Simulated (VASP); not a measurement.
# Au: single point with PBE-based screened hybrid with 25 % exact exchange

The system is Au.

```
Au
1.0
     0.00000    2.03500    2.03500
     2.03500    0.00000    2.03500
     2.03500    2.03500    0.00000
Au
1
Direct
  0.00000 0.00000 0.00000
```

```yaml
Program: VASP 6.6.1
Task: single point
Functional: PBE-based screened hybrid with 25 % exact exchange
Potentials_or_basis: VASP PAW PBE potentials, release 64 (Au)
Cutoff: 520 eV
k_mesh: 6 × 6 × 6
Occupations: fermi-dirac, width 0.05 eV
Spin: no spin polarisation
```

- Pressure: 8.7 GPa
- Band gap on the k mesh: zero (an odd number of electrons rules out a gap without spin polarisation)

Levels at points of the mesh, in eV from the Fermi level:
```tsv
k point	band 2	band 3	band 4	band 5	band 6	band 7	band 8	band 9	band 10	band 11
(0.00, 0.00, 0.00)	-5.50	-5.50	-5.50	-3.90	-3.90	15.61	19.85	19.85	19.85	24.70
(0.50, 0.00, 0.00)	-5.55	-5.55	-2.52	-2.52	-0.84	3.83	15.01	18.57	18.57	26.49
(0.50, 0.50, 0.00)	-7.72	-2.62	-2.13	-2.13	1.39	6.90	11.07	11.07	18.57	21.26
```

Run time: 20 min on 1 thread of Intel Xeon 8259CL (shared host), peak memory 0.24 GiB.

Caveat: the k points lie up to 0.45 Å⁻¹ apart, too coarse for converged energies and pressures of a metal; the PAW data sets were made with another functional, which shifts forces and pressure a little; spin-orbit coupling is left out, which moves the levels of the heavy elements.
